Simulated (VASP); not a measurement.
# InP (k07) (F-43m) in VASP: elastic constants with LDA

Aim: the elastic constants of InP (k07) with LDA.

Program: VASP 6.6.1. These are calculated values, not measurements. Logs are shortened: lines on timing, memory, paths and dates and some standing lists are left out, and cuts for length are marked.

### Step 1. The cell of the first run

Symmetry: F-43m, No. 216, cubic system. Conventional cell: a = 5.827 Å, b = 5.827 Å, c = 5.827 Å, α = 90.00°, β = 90.00°, γ = 90.00°. Within 3.3 Å of In (site symmetry -43m) lie 4 P at 2.52 Å. P (site symmetry -43m) has 4 In at 2.52 Å within 3.3 Å.

### Step 2. Elastic constants, LDA

Input file INCAR:

```
SYSTEM = InP
PREC     = Accurate       ! precision mode
ENCUT    = 600            ! plane-wave cutoff, eV
EDIFF    = 1E-8           ! SCF threshold, eV
ISMEAR   = 0              ! smearing method
SIGMA    = 0.01           ! smearing width, eV
LREAL    = .False.        ! projectors in reciprocal space
LASPH    = .True.         ! aspherical terms in the spheres
NELM     = 100            ! most SCF steps
ALGO     = Normal         ! electronic algorithm
ISIF     = 3              ! what is computed and relaxed
LWAVE    = .False.        ! write WAVECAR
LCHARG   = .True.         ! write CHGCAR
GGA      = CA             ! functional
IBRION   = 6              ! ionic algorithm
NFREE    = 2            
POTIM    = 0.015          ! step
NSW      = 1              ! ionic steps
```

Input file KPOINTS:

```
regular mesh
0
Gamma
  14 14 14
  0 0 0
```

Input file POSCAR:

```
InP
1.0
    0.0000000000      2.9135177457      2.9135177457
    2.9135177457      0.0000000000      2.9135177457
    2.9135177457      2.9135177457      0.0000000000
In P
1 1
Direct
    0.0000000000      0.0000000000      0.0000000000
    0.7500000000      0.7500000000      0.7500000000
```

Potentials or basis: VASP PAW LDA potentials, release 64 (In_d, P).

Started as:

```console
$ cat potpaw_LDA.64/In_d/POTCAR potpaw_LDA.64/P/POTCAR > POTCAR
$ mpirun -np 1 vasp_std > vasp.out
```

OUTCAR:

```text
SYSTEM = InP
   PREC = Accurate
   ENCUT = 600
   EDIFF = 1E-8
   ISMEAR = 0
   LREAL = .False.
   LASPH = .True.
   NELM = 100
   ISIF = 3
   GGA = CA
   IBRION = 6
   NFREE = 2
   POTIM = 0.015
   NSW = 1

 ion  position               nearest neighbor table
   1  0.000  0.000  0.000-   2 2.52   2 2.52   2 2.52   2 2.52
   2  0.750  0.750  0.750-   1 2.52   1 2.52   1 2.52   1 2.52

  LATTYP: Found a face centered cubic cell.
 ALAT       =     5.8270354914

  Lattice vectors:

 A1 = (   0.0000000000,   2.9135177457,   2.9135177457)
 A2 = (   2.9135177457,   0.0000000000,   2.9135177457)
 A3 = (   2.9135177457,   2.9135177457,   0.0000000000)

Analysis of symmetry for initial positions (statically):
=====================================================================
 Subroutine PRICEL returns:
 Original cell was already a primitive cell.

 Routine SETGRP: Setting up the symmetry group for a
 face centered cubic supercell.

 Subroutine GETGRP returns: Found 24 space group operations
 (whereof 24 operations were pure point group operations)
 out of a pool of 48 trial point group operations.

The static configuration has the point symmetry T_d .

Analysis of symmetry for dynamics (positions and initial velocities):
=====================================================================
 Subroutine PRICEL returns:
 Original cell was already a primitive cell.

 Routine SETGRP: Setting up the symmetry group for a
 face centered cubic supercell.

 Subroutine GETGRP returns: Found 24 space group operations
 (whereof 24 operations were pure point group operations)
 out of a pool of 48 trial point group operations.

The dynamic configuration has the point symmetry T_d .

 Subroutine INISYM returns: Found 24 space group operations
 (whereof 24 operations are pure point group operations),
 and found     1 'primitive' translations

----------------------------------------------------------------------------------------

                                     Primitive cell

  volume of cell :      49.4633

  direct lattice vectors                    reciprocal lattice vectors
     0.000000000  2.913517746  2.913517746    -0.171613851  0.171613851  0.171613851
     2.913517746  0.000000000  2.913517746     0.171613851 -0.171613851  0.171613851
     2.913517746  2.913517746  0.000000000     0.171613851  0.171613851 -0.171613851

  length of vectors
     4.120336310  4.120336310  4.120336310     0.297243909  0.297243909  0.297243909

  position of ions in fractional coordinates (direct lattice)
     0.000000000  0.000000000  0.000000000
     0.750000000  0.750000000  0.750000000

  ion indices of the primitive-cell ions
   primitive index   ion index
                 1           1
                 2           2

----------------------------------------------------------------------------------------

 KPOINTS: regular mesh

Automatic generation of k-mesh.
 Grid dimensions read from file:
 generate k-points for:   14   14   14

 Generating k-lattice:

  Cartesian coordinates                     Fractional coordinates (reciprocal lattice)
    -0.012258132  0.012258132  0.012258132     0.071428571  0.000000000  0.000000000
     0.012258132 -0.012258132  0.012258132     0.000000000  0.071428571  0.000000000
     0.012258132  0.012258132 -0.012258132     0.000000000  0.000000000  0.071428571

[... 107 lines left out ...]

------------------------ aborting loop because EDIFF is reached ----------------------------------------

  FORCE on cell =-STRESS in cart. coord.  units (eV):
  Direction    XX          YY          ZZ          XY          YZ          ZX
  --------------------------------------------------------------------------------------
  -------------------------------------------------------------------------------------
  Total        0.0183190      0.0183190      0.0183190     -0.0000000      0.0000000      0.0000000
  in kB        0.5933753      0.5933753      0.5933753     -0.0000000      0.0000000      0.0000000
  external PRESSURE =       0.5933753 kB  Pullay stress =       0.0000000 kB
[... 89 lines left out ...]
  FREE ENERGIE OF THE ION-ELECTRON SYSTEM (eV)
  ---------------------------------------------------
  free  energy   TOTEN  =        -9.6710498219 eV

  energy  without entropy=       -9.6710498219  energy(sigma->0) =       -9.67104982

[... ionic steps 4 to 14 ...]

--------------------------------------- Ionic step       15  -------------------------------------------

 number of electron      18.0000001 magnetization

------------------------ aborting loop because EDIFF is reached ----------------------------------------
[... 67 lines left out ...]
--------------------------------------- Ionic step       17  -------------------------------------------

 number of electron      18.0000001 magnetization

 Free energy of the ion-electron system (eV)
  ---------------------------------------------------
  ext. energy  EPLUGINS =         0.00000000
  ---------------------------------------------------
  free energy    TOTEN  =        -9.67394769 eV

  energy without entropy =       -9.67394769  energy(sigma->0) =       -9.67394769

 E-fermi :   5.3205     XC(G=0):  -9.6864

 val. band max:        5.2300218716   @ k =   0.0000   0.0000   0.0000
 cond. band min:       5.8078270778   @ k =   0.0000   0.0000   0.0000
 fundamental gap:      0.5778052062
 Fermi energy:         5.3204514996

 k-point     1 :       0.0000    0.0000    0.0000
  band No.  band energies     occupation
      1      -9.0257      2.00000
      2      -9.0219      2.00000
      3      -9.0175      2.00000
      4      -8.8576      2.00000
      5      -8.8575      2.00000
      6      -6.4644      2.00000
      7       5.1730      2.00000
      8       5.2024      2.00000
      9       5.2300      2.00000
     10       5.8078      0.00000
     11       9.1482      0.00000
     12       9.1652      0.00000
     13       9.1839      0.00000
[... 354 lines left out ...]
  band No.  band energies     occupation
      1      -9.1086      2.00000
      2      -8.9865      2.00000
      3      -8.9804      2.00000
      4      -8.8716      2.00000
      5      -8.8434      2.00000
      6      -5.6276      2.00000
      7       1.7218      2.00000
      8       3.9570      2.00000
      9       4.0484      2.00000
     10       7.8026      0.00000
     11       8.7049      0.00000
     12      10.5476      0.00000
     13      10.7728      0.00000

 [... further k-points ...]
[... 5 lines left out ...]
  --------------------------------------------------------------------------------------
  -------------------------------------------------------------------------------------
  Total        0.0186201      0.0212704      0.0212704      0.0000000     -0.1249394      0.0000000
  in kB        0.6031265      0.6889754      0.6889754      0.0000000     -4.0469407      0.0000000
  external PRESSURE =       0.6603591 kB  Pullay stress =       0.0000000 kB
[... 17 lines left out ...]
  FREE ENERGIE OF THE ION-ELECTRON SYSTEM (eV)
  ---------------------------------------------------
  free  energy   TOTEN  =        -9.6739476945 eV

  energy  without entropy=       -9.6739476945  energy(sigma->0) =       -9.67394769

 INTERNAL STRAIN TENSORS FROM STRAINED CELLS
 ============================================

 INTERNAL STRAIN TENSOR FOR ION    1 for displacements in x,y,z  (eV/Angst):
          X           Y           Z          XY          YZ          ZX
  --------------------------------------------------------------------------------
  x     0.00000     0.00000     0.00000    -0.00000    -8.34394     0.00000
  y     0.00000     0.00000     0.00000    -0.00000     0.00000    -8.34464
  z     0.00000     0.00000     0.00000    -8.34473    -0.00000    -0.00000

 INTERNAL STRAIN TENSORS FROM DISPLACED ATOMS
 ============================================

 INTERNAL STRAIN TENSOR FOR ION    1 for displacements in x,y,z  (eV/Angst):
          X           Y           Z          XY          YZ          ZX
  --------------------------------------------------------------------------------
  x     0.00000     0.00000     0.00000     0.00000    -8.34395     0.00000
  y     0.00000     0.00000     0.00000     0.00000     0.00000    -8.34395
  z     0.00000     0.00000     0.00000    -8.34395     0.00000     0.00000

 INTERNAL STRAIN TENSOR FOR ION    2 for displacements in x,y,z  (eV/Angst):
          X           Y           Z          XY          YZ          ZX
  --------------------------------------------------------------------------------
  x     0.00000    -0.00000    -0.00000     0.00000     8.33269     0.00000
  y     0.00000     0.00000     0.00000     0.00000     0.00000     8.33269
  z    -0.00000    -0.00000     0.00000     8.33269     0.00000     0.00000

 Eigenvectors and eigenvalues of the dynamical matrix
 ----------------------------------------------------

   1 f  =    9.079885 THz    57.050597 2PiTHz  302.872346 cm-1    37.551368 meV
             X         Y         Z           dx          dy          dz
      0.000000  0.000000  0.000000    -0.461016    0.000000    0.000000
      4.370277  4.370277  4.370277     0.887392    0.000000    0.000000
[... 21 lines left out ...]
   6 f/i=    0.000946 THz     0.005944 2PiTHz    0.031556 cm-1     0.003912 meV
             X         Y         Z           dx          dy          dz
      0.000000  0.000000  0.000000     0.000000    0.000000    0.887392
      4.370277  4.370277  4.370277     0.000000    0.000000    0.461016

--------------------------------------------------------------------------------------------------------

 ELASTIC MODULI CONTR FROM IONIC RELAXATION (kBar)
 Direction    XX          YY          ZZ          XY          YZ          ZX
 --------------------------------------------------------------------------------
 XX          -0.0000     -0.0000      0.0000      0.0000     -0.0000     -0.0000
 YY          -0.0000     -0.0000     -0.0000      0.0000      0.0000     -0.0000
 ZZ           0.0000     -0.0000     -0.0000     -0.0000      0.0000     -0.0000
 XY           0.0000      0.0000     -0.0000   -273.6445      0.0000      0.0000
 YZ          -0.0000      0.0000      0.0000      0.0000   -273.6445      0.0000
 ZX          -0.0000     -0.0000     -0.0000      0.0000      0.0000   -273.6445
 --------------------------------------------------------------------------------

 TOTAL ELASTIC MODULI (kBar)
 Direction    XX          YY          ZZ          XY          YZ          ZX
 --------------------------------------------------------------------------------
 XX        1008.4014    568.8811    568.8811      0.0000     -0.0000      0.0000
 YY         568.8811   1008.4014    568.8811      0.0000      0.0000      0.0000
 ZZ         568.8811    568.8811   1008.4014     -0.0000      0.0000     -0.0000
 XY           0.0000      0.0000     -0.0000    457.0538      0.0000      0.0000
 YZ          -0.0000      0.0000      0.0000      0.0000    457.0538      0.0000
 ZX           0.0000      0.0000     -0.0000      0.0000      0.0000    457.0538
 --------------------------------------------------------------------------------
```

It took 36 min on 1 thread of Intel Xeon Platinum 8559C (Emerald Rapids), shared host; peak memory 1 GiB.

Results:

```
Elastic constants C11, C12, C44                         : 101, 57, 46 GPa
Voigt bulk modulus                                      : 72 GPa
Highest phonon frequency at Γ, LO-TO splitting left out : 303 cm⁻¹
```

Phonon frequencies in cm⁻¹ (negative: imaginary):
```tsv
q point	frequencies
(0.000, 0.000, 0.000)	0 0 0 303 303 303
```

Elastic tensor in Voigt notation (GPa, in the Cartesian axes of the cell as first typed):
```
101  57  57   0   0   0
 57 101  57   0   0   0
 57  57 101   0   0   0
  0   0   0  46   0   0
  0   0   0   0  46   0
  0   0   0   0   0  46
```

Clamped-ion elastic tensor (GPa):
```
101  57  57   0   0   0
 57 101  57   0   0   0
 57  57 101   0   0   0
  0   0   0  73   0   0
  0   0   0   0  73   0
  0   0   0   0   0  73
```

Caveat: spin-orbit coupling is left out, which moves the levels of the heavy elements.
